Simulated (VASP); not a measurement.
# PrW2I2 in VASP: further runs, part 2 of 2

VASP 6.6.1. The steps go on from the part before.

## (4) Single point, PBE

This run uses another cell than the first one, of 51.28 Å³/atom.

The input, INCAR:

```
SYSTEM = PrW2I2
  PREC = Accurate
  ENCUT = 500
  EDIFF = 1E-6
  ISMEAR = 0
  SIGMA = 0.2
  LREAL = .FALSE.
  LASPH = .TRUE.
  NELM = 200
  ALGO = Normal
  ISIF = 2
  LWAVE = .FALSE.
  LCHARG = .TRUE.
  GGA = PE
  LELF = .TRUE.
  LVHAR = .TRUE.
  NBANDS = 34
  GGA_COMPAT = .FALSE.
  LMAXMIX = 6
```

The input, KPOINTS:

```
Automatic mesh
0
G
  4 4 2
  0 0 0
```

The input, POSCAR:

```
PrW2I2
1.0
    5.8806689880      0.0000000033      0.0000000000
   -2.9403344969      5.0928087332      0.0000000000
    0.0000000000      0.0000000000      8.5618043555
Pr W I
1 2 2
Direct
    0.0000000000      0.0000000000      0.7476036098
    0.0000000000      0.0000000000      0.1303055014
    0.0000000000      0.0000000000      0.3657096670
    0.3333333333      0.6666666667      0.7437128259
    0.6666666667      0.3333333333      0.7437128259
```

Potentials or basis: VASP PAW PBE potentials, release 64 (Pr_3, W_sv, I), 4f in core.

Command:

```sh
$ cat potpaw_PBE.64/Pr_3/POTCAR potpaw_PBE.64/W_sv/POTCAR potpaw_PBE.64/I/POTCAR > POTCAR
$ mpirun -np 1 vasp_std > vasp.out
```

OUTCAR:

```text
SYSTEM = PrW2I2
   PREC = Accurate
   ENCUT = 500
   EDIFF = 1E-6
   ISMEAR = 0
   LREAL = .FALSE.
   LASPH = .TRUE.
   NELM = 200
   ISIF = 2
   GGA = PE

 ion  position               nearest neighbor table
   1  0.000  0.000  0.748-   3 3.27   2 3.28   4 3.40   5 3.40   5 3.40   4 3.40   5 3.40   4 3.40

   2  0.000  0.000  0.130-   3 2.02   1 3.28
   3  0.000  0.000  0.366-   2 2.02   1 3.27
   4  0.333  0.667  0.744-   5 3.40   5 3.40   5 3.40   1 3.40   1 3.40   1 3.40
   5  0.667  0.333  0.744-   4 3.40   4 3.40   4 3.40   1 3.40   1 3.40   1 3.40
[... 483 lines left out ...]
  -------------------------------------------------------------------------------------
  Total        0.2520344      0.2520344      3.0060717     -0.0000000      0.0000000      0.0000000
  in kB        1.5747840      1.5747840     18.7828080     -0.0000000      0.0000000      0.0000000
  external PRESSURE =       7.3107920 kB  Pullay stress =       0.0000000 kB

 VOLUME and BASIS-vectors are now :
 -----------------------------------------------------------------------------
  energy-cutoff  :      500.00
  volume of cell :      256.42
      direct lattice vectors                 reciprocal lattice vectors
     5.880668988  0.000000003  0.000000000     0.170048680  0.098177651  0.000000000
    -2.940334497  5.092808733  0.000000000    -0.000000000  0.196355303  0.000000000
     0.000000000  0.000000000  8.561804355     0.000000000  0.000000000  0.116797810

 POSITION                                       TOTAL-FORCE (eV/Angst)
 -----------------------------------------------------------------------------------
      0.00000      0.00000      6.40084         0.000000      0.000000     -0.014914
      0.00000      0.00000      1.11565         0.000000      0.000000     -1.374373
      0.00000      0.00000      3.13113         0.000000     -0.000000      1.372236
     -0.00000      3.39521      6.36752        -0.000000      0.000000      0.008526
      2.94033      1.69760      6.36752         0.000000     -0.000000      0.008526
 -----------------------------------------------------------------------------------
    total drift:                                0.000000      0.000000     -0.000703

  FREE ENERGIE OF THE ION-ELECTRON SYSTEM (eV)
  ---------------------------------------------------
  free  energy   TOTEN  =       -25.5848827892 eV

  energy  without entropy=      -25.5096086020  energy(sigma->0) =      -25.54724570
```

OSZICAR:

```text
N       E                     dE             d eps       ncg     rms          rms(c)
DAV:   1     0.446780145313E+03    0.44678E+03   -0.26456E+04   640   0.129E+03
DAV:   2     0.649067703522E+01   -0.44029E+03   -0.43052E+03   680   0.335E+02
DAV:   3    -0.251649502962E+02   -0.31656E+02   -0.30760E+02   778   0.759E+01
DAV:   4    -0.268510466593E+02   -0.16861E+01   -0.16792E+01   822   0.158E+01
DAV:   5    -0.269080313482E+02   -0.56985E-01   -0.56936E-01   840   0.285E+00    0.244E+01
DAV:   6    -0.257915848427E+02    0.11164E+01   -0.28829E+00   670   0.938E+00    0.133E+01
DAV:   7    -0.257499184280E+02    0.41666E-01   -0.21359E+00   666   0.654E+00    0.224E+00
DAV:   8    -0.256249695394E+02    0.12495E+00   -0.66918E-01   686   0.402E+00    0.160E+00
DAV:   9    -0.255996156529E+02    0.25354E-01   -0.30077E-01   776   0.270E+00    0.100E+00
DAV:  10    -0.255854504122E+02    0.14165E-01   -0.63747E-02   730   0.130E+00    0.376E-01
DAV:  11    -0.255854594710E+02   -0.90588E-05   -0.20961E-02   650   0.797E-01    0.168E-01
DAV:  12    -0.255847506668E+02    0.70880E-03   -0.41154E-03   710   0.396E-01    0.492E-02
DAV:  13    -0.255848662510E+02   -0.11558E-03   -0.32142E-04   704   0.930E-02    0.251E-02
DAV:  14    -0.255848781220E+02   -0.11871E-04   -0.48884E-05   702   0.360E-02    0.910E-03
DAV:  15    -0.255848819541E+02   -0.38321E-05   -0.18718E-05   632   0.258E-02    0.561E-03
DAV:  16    -0.255848827892E+02   -0.83510E-06   -0.48061E-06   590   0.131E-02
   1 F= -.25584883E+02 E0= -.25547246E+02  d E =-.752742E-01
```

stdout:

```text
POSCAR found type information on POSCAR PrW I
 POSCAR found :  3 types and       5 ions
 scaLAPACK will be used
 LDA part: xc-table for (Slater+PW92), standard interpolation
 POSCAR, INCAR and KPOINTS ok, starting setup
 FFT: planning ... GRIDC
 FFT: planning ... GRID_SOFT
 FFT: planning ... GRID
 WAVECAR not read
 entering main loop
```

Wall time 54 s (1 thread of AMD EPYC 9R45 (Zen 5), shared host); peak memory 0.36 GiB.

Results:

```yaml
Free_energy: -25.5849 eV
Pressure: 0.7 GPa
Largest_force: 1.374 eV/Å
Band_gap_on_the_k_mesh: zero (an odd number of electrons rules out a gap without spin polarisation)
```

Forces on the atoms (eV/Å):
```
Pr   0.000  0.000 -0.015
W    0.000  0.000 -1.374
W    0.000  0.000  1.372
I    0.000  0.000  0.009
I    0.000  0.000  0.009
```

Stress tensor (GPa, compression positive):
```
0.16 0.00 0.00
0.00 0.16 0.00
0.00 0.00 1.88
```

Levels at points of the mesh, in eV from the Fermi level:
```csv
k point,band 22,band 23,band 24,band 25,band 26,band 27,band 28,band 29,band 30,band 31
"(0.00, 0.00, 0.00)",-2.05,-2.05,-2.02,-0.31,-0.31,0.26,0.26,0.60,1.61,1.61
"(0.50, 0.00, 0.00)",-2.31,-2.27,-1.64,-0.35,-0.16,0.06,0.39,1.02,1.15,1.48
"(0.00, 0.00, 0.50)",-2.17,-2.09,-1.86,-1.35,-0.34,-0.34,0.87,0.87,1.35,1.68
"(0.50, 0.00, 0.50)",-2.31,-2.17,-1.62,-1.07,-0.30,-0.18,0.62,1.03,1.38,1.64
```

Caveat: the k points lie up to 0.37 Å⁻¹ apart, too coarse for converged energies and pressures of a metal; atoms lie so close that the PAW spheres overlap strongly, which falsifies energies and pressures; spin-orbit coupling is left out, which moves the levels of the heavy elements; the 4f electrons are frozen in the core, so they carry no moment and show no levels; an odd number of electrons without spin polarisation forces a metal; a magnetic or distorted state may lie lower; the run has no spin polarisation, though such a crystal can be magnetic. Spin polarisation is off, so any magnetic state and its effect on volume and gap are missing.

## (5) Overview

| cell | k mesh | gap on the mesh (eV) | pressure (GPa) | largest force (eV/Å) |
| --- | --- | --- | --- | --- |
| a = 5.367, b = 5.367, c = 5.378 Å, angles 90.0, 90.0, 120.0°, 5 atoms, atomic positions A | 3 × 3 × 3 | none | 0.1 | - |
| a = 5.399, b = 5.399, c = 7.788 Å, angles 90.0, 90.0, 120.0°, 5 atoms, atomic positions B | 4 × 4 × 2 | none | 0.3 | 0.14 |
| a = 5.881, b = 5.881, c = 8.562 Å, angles 90.0, 90.0, 120.0°, 5 atoms, atomic positions C | 4 × 4 × 2 | none | 0.7 | 1.37 |

Alike in all rows: task single point; level PBE; potentials or basis VASP PAW PBE potentials, release 64 (Pr_3, W_sv, I), 4f in core; no spin polarisation; cutoff (eV) 500; smearing gaussian 0.2 eV.

Caveats: all runs use coarse meshes; spin-orbit coupling is left out, which moves the levels of the heavy elements; the 4f electrons are frozen in the core, so they carry no moment and show no levels; an odd number of electrons without spin polarisation forces a metal; a magnetic or distorted state may lie lower; the run has no spin polarisation, though such a crystal can be magnetic; atoms lie so close that the PAW spheres overlap strongly, which falsifies energies and pressures (at least some runs).

Absolute energies hang on the potentials; compare differences alone.
